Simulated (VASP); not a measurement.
Here is a VASP 6.6.1 calculation.

File POSCAR:

```
AlSn
1.0
    4.1981056157      0.0000000000      0.0000000000
   -2.0990528078      3.6356661109      0.0000000000
    0.0000000000      0.0000000000      3.3068470000
Sn Al
1 1
Direct
    0.3333333333      0.6666666667      0.5000000000
    0.0000000000      0.0000000000      0.0000000000
```

Contents of INCAR.step1:

```
SYSTEM = AlSn
ALGO     = Normal         ! electronic algorithm
EDIFF    = 1E-5           ! SCF threshold, eV
ENCUT    = 520            ! plane-wave cutoff, eV
GGA      = PE             ! functional
ISIF     = 2              ! what is computed and relaxed
ISMEAR   = -1             ! smearing method
LASPH    = .TRUE.         ! aspherical terms in the spheres
LCHARG   = .FALSE.        ! write CHGCAR
LREAL    = .FALSE.        ! projectors in reciprocal space
LWAVE    = .TRUE.         ! write WAVECAR
NBANDS   = 16             ! bands
NELM     = 60             ! most SCF steps
PREC     = Accurate       ! precision mode
SIGMA    = 0.05           ! smearing width, eV
```

INCAR.step2

```
SYSTEM = AlSn
AEXX     = 0.25           ! exact-exchange fraction
ALGO     = Normal         ! electronic algorithm
EDIFF    = 1E-7           ! SCF threshold, eV
ENCUT    = 520            ! plane-wave cutoff, eV
GGA      = PE             ! functional
ISIF     = 2              ! what is computed and relaxed
ISMEAR   = -1             ! smearing method
ISTART   = 1            
LASPH    = .TRUE.         ! aspherical terms in the spheres
LCHARG   = .FALSE.        ! write CHGCAR
LHFCALC  = .TRUE.         ! exact exchange
LREAL    = .FALSE.        ! projectors in reciprocal space
LWAVE    = .FALSE.        ! write WAVECAR
NBANDS   = 16             ! bands
NELM     = 60             ! most SCF steps
PREC     = Accurate       ! precision mode
PRECFOCK = Normal       
SIGMA    = 0.05           ! smearing width, eV
```

The input KPOINTS:

```
k-points
0
G
  4 4 4
  0 0 0
```

Potentials or basis: VASP PAW PBE potentials, release 64 (Sn_d, Al).

Run with:

```console
$ cat potpaw_PBE.64/Sn_d/POTCAR potpaw_PBE.64/Al/POTCAR > POTCAR
$ cp INCAR.step1 INCAR
$ mpirun -np 1 vasp_std > vasp.out
$ cp INCAR.step2 INCAR
$ mpirun -np 1 vasp_std > vasp.out
```

Problem. What does it give for the pressure?

Solution. 0.4 GPa.

Problem. What does it give for the band gap on the k mesh?

Solution. Zero (an odd number of electrons rules out a gap without spin polarisation).

Stress tensor (GPa, compression positive):
```
-3.77  0.00  0.00
 0.00 -3.77  0.00
 0.00  0.00  8.61
```

Caveat: the k points lie up to 0.48 Å⁻¹ apart, too coarse for converged energies and pressures of a metal; the PAW data sets were made with another functional, which shifts forces and pressure a little; spin-orbit coupling is left out, which moves the levels of the heavy elements.
